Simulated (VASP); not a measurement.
# Nb (I4/mmm) in VASP: a series of runs, part 2 of 2

VASP 6.6.1. The steps go on from the part before.

### Step 6. Single point, r2SCAN (strain +0.0100 x Voigt [0, 0, 1, 0, 0, 0])

Input file POSCAR:

```
Nb
1.0
    0.0000000000      2.1150000000      2.1361500000
    2.1150000000      0.0000000000      2.1361500000
    2.1150000000      2.1150000000      0.0000000000
Nb
1
Direct
    0.0000000000      0.0000000000      0.0000000000
```

Input file INCAR.step1:

```
SYSTEM = Nb
PREC = Accurate
ENCUT = 520
ISMEAR = 0
SIGMA = 0.15
LREAL = .False.
LASPH = .True.
NELM = 80
NBANDS = 12
GGA = PE
ALGO = Normal
EDIFF = 1E-4
LWAVE = .True.
LCHARG = .False.
```

Input file INCAR.step2:

```
SYSTEM = Nb
PREC = Accurate
ENCUT = 520
EDIFF = 1E-6
ISMEAR = 0
SIGMA = 0.15
LREAL = .False.
LASPH = .True.
NELM = 80
ALGO = Normal
ISIF = 2
LWAVE = .False.
LCHARG = .False.
METAGGA = R2SCAN
LMIXTAU = .True.
NBANDS = 12
ISTART = 1
```

Input file KPOINTS:

```
Automatic mesh
0
Gamma
  20 20 20
  0 0 0
```

Potentials or basis: VASP PAW PBE potentials, release 64 (Nb_sv).

Command:

```sh
cat potpaw_PBE.64/Nb_sv/POTCAR > POTCAR
cp INCAR.step1 INCAR
mpirun -np 1 vasp_std > vasp.out
cp INCAR.step2 INCAR
mpirun -np 1 vasp_std > vasp.out
```

OUTCAR:

```text
SYSTEM = Nb
   PREC = Accurate
   ENCUT = 520
   EDIFF = 1E-6
   ISMEAR = 0
   LREAL = .False.
   LASPH = .True.
   NELM = 80
   ISIF = 2
   METAGGA = R2SCAN
   ISTART = 1

 ion  position               nearest neighbor table
   1  0.000  0.000  0.000-

  LATTYP: Found a body centered tetragonal cell.
 ALAT       =     2.9910616844
 C/A-ratio  =     1.4283556980

  Lattice vectors:

 A1 = (  -2.1150000000,   0.0000000000,   2.1361500000)
 A2 = (   2.1150000000,   0.0000000000,   2.1361500000)
 A3 = (   0.0000000000,   2.1150000000,  -2.1361500000)

Analysis of symmetry for initial positions (statically):
=====================================================================
 Subroutine PRICEL returns:
 Original cell was already a primitive cell.

 Routine SETGRP: Setting up the symmetry group for a
 body centered tetragonal supercell.

 Subroutine GETGRP returns: Found 16 space group operations
 (whereof 16 operations were pure point group operations)
 out of a pool of 16 trial point group operations.

The static configuration has the point symmetry D_4h.

Analysis of symmetry for dynamics (positions and initial velocities):
[... 167 lines left out ...]
      2     -20.6106      2.00000
      3     -20.6085      2.00000
      4     -20.6085      2.00000
      5       4.1499      2.00000
      6      10.7735      0.59896
      7      10.9051      0.07716
      8      10.9051      0.07716
      9      13.5339      0.00000
     10      13.7032      0.00000
     11      22.9356      0.00000
     12      27.8755      0.00000
[... 331 lines left out ...]
 k-point    24 :      -0.3500    0.0500    0.0000
  band No.  band energies     occupation
      1     -45.7756      2.00000
      2     -21.6136      2.00000
      3     -20.7774      2.00000
      4     -20.7230      2.00000
      5       6.7834      2.00000
      6      10.6345      1.56727
      7      10.8168      0.35004
      8      11.0662      0.00102
      9      14.4140      0.00000
     10      15.1597      0.00000
     11      22.1681      0.00000
     12      24.6888      0.00000

 [... further k-points ...]

------------------------ aborting loop because EDIFF is reached ----------------------------------------

  FORCE on cell =-STRESS in cart. coord.  units (eV):
  Direction    XX          YY          ZZ          XY          YZ          ZX
  --------------------------------------------------------------------------------------
  -------------------------------------------------------------------------------------
  Total       -0.5520354     -0.5520354     -0.2413735      0.0000000      0.0000000      0.0000000
  in kB      -46.2801826    -46.2801826    -20.2356734      0.0000000      0.0000000      0.0000000
  external PRESSURE =     -37.5986795 kB  Pullay stress =       0.0000000 kB

 VOLUME and BASIS-vectors are now :
 -----------------------------------------------------------------------------
  energy-cutoff  :      520.00
  volume of cell :       19.11
      direct lattice vectors                 reciprocal lattice vectors
     0.000000000  2.115000000  2.136150000    -0.236406619  0.236406619  0.234065960
     2.115000000  0.000000000  2.136150000     0.236406619 -0.236406619  0.234065960
     2.115000000  2.115000000  0.000000000     0.236406619  0.236406619 -0.234065960

 POSITION                                       TOTAL-FORCE (eV/Angst)
 -----------------------------------------------------------------------------------
      0.00000      0.00000      0.00000         0.000000     -0.000000      0.000000
 -----------------------------------------------------------------------------------
    total drift:                                0.000000      0.000000     -0.000000

  FREE ENERGIE OF THE ION-ELECTRON SYSTEM (eV)
  ---------------------------------------------------
  free  energy   TOTEN  =       -24.5152523014 eV

  energy  without entropy=      -24.4998995022  energy(sigma->0) =      -24.50757590
```

OSZICAR.step1:

```text
N       E                     dE             d eps       ncg     rms          rms(c)
DAV:   1     0.116375482418E+03    0.11638E+03   -0.72048E+03 15424   0.107E+03
DAV:   2    -0.553645999969E+01   -0.12191E+03   -0.11765E+03 16664   0.387E+02
DAV:   3    -0.100658508597E+02   -0.45294E+01   -0.43292E+01 22156   0.650E+01
DAV:   4    -0.103714940531E+02   -0.30564E+00   -0.30336E+00 21924   0.153E+01
DAV:   5    -0.103831377755E+02   -0.11644E-01   -0.11637E-01 22660   0.247E+00    0.648E+00
DAV:   6    -0.994728023638E+01    0.43586E+00   -0.68546E-01 24532   0.102E+01    0.228E+00
DAV:   7    -0.989481404813E+01    0.52466E-01   -0.20556E-01 25312   0.555E+00    0.101E+00
DAV:   8    -0.989918849174E+01   -0.43744E-02   -0.12847E-02 18532   0.148E+00    0.491E-02
DAV:   9    -0.989922732086E+01   -0.38829E-04   -0.93358E-04 26224   0.333E-01
   1 F= -.98992273E+01 E0= -.98906113E+01  d E =-.172320E-01
```

Run time: 3.3 min. Hardware: 1 thread of Intel Xeon Platinum 8488C (Sapphire Rapids), shared host; peak memory 0.25 GiB.

What came out:

```yaml
Free_energy: -24.5153 eV
Pressure: -3.8 GPa
Band_gap_on_the_k_mesh: zero (an odd number of electrons rules out a gap without spin polarisation)
```

Levels at points of the mesh, in eV from the Fermi level:
```csv
k point,band 3,band 4,band 5,band 6,band 7,band 8,band 9,band 10
"(0.00, 0.00, 0.00)",-31.33,-31.33,-6.57,0.06,0.19,0.19,2.82,2.99
"(0.50, 0.00, 0.00)",-31.49,-31.47,-3.99,-0.06,0.08,1.18,4.76,4.82
"(0.50, 0.50, 0.00)",-31.73,-31.73,-4.14,-3.43,3.39,4.86,5.30,5.30
"(0.50, 0.00, 0.50)",-31.77,-31.74,-4.14,-3.44,3.58,4.84,5.24,5.35
```

Caveat: the cell differs from its parent crystal (strain +0.0100 x Voigt [0, 0, 1, 0, 0, 0]); the cell stands under tension; the PAW data sets were made with another functional, which shifts forces and pressure a little.

### Step 7. The runs side by side

| cell | gap on the mesh (eV) | pressure (GPa) |
| --- | --- | --- |
| a = 2.961, b = 2.961, c = 2.991 Å, angles 59.7, 59.7, 60.7°, 1 atom | none | 1.1 |
| a = 2.976, b = 2.976, c = 2.991 Å, angles 59.8, 59.8, 60.3°, 1 atom | none | -0.6 |
| a = 2.984, b = 2.984, c = 2.991 Å, angles 59.9, 59.9, 60.2°, 1 atom | none | -1.4 |
| a = 2.999, b = 2.999, c = 2.991 Å, angles 60.1, 60.1, 59.8°, 1 atom | none | -3.0 |
| a = 3.006, b = 3.006, c = 2.991 Å, angles 60.2, 60.2, 59.7°, 1 atom | none | -3.8 |

Alike in all rows: task single point; level r2SCAN; potentials or basis VASP PAW PBE potentials, release 64 (Nb_sv); no spin polarisation; k mesh 20 × 20 × 20; cutoff (eV) 520; smearing gaussian 0.15 eV.

Caveats: the PAW data sets were made with another functional, which shifts forces and pressure a little; the cell stands under tension (at least some runs); the stress differs along the axes, from -3 to 3 GPa (at least some runs).

Total energies depend on the potentials used, so only differences within one code and one set of settings carry meaning.
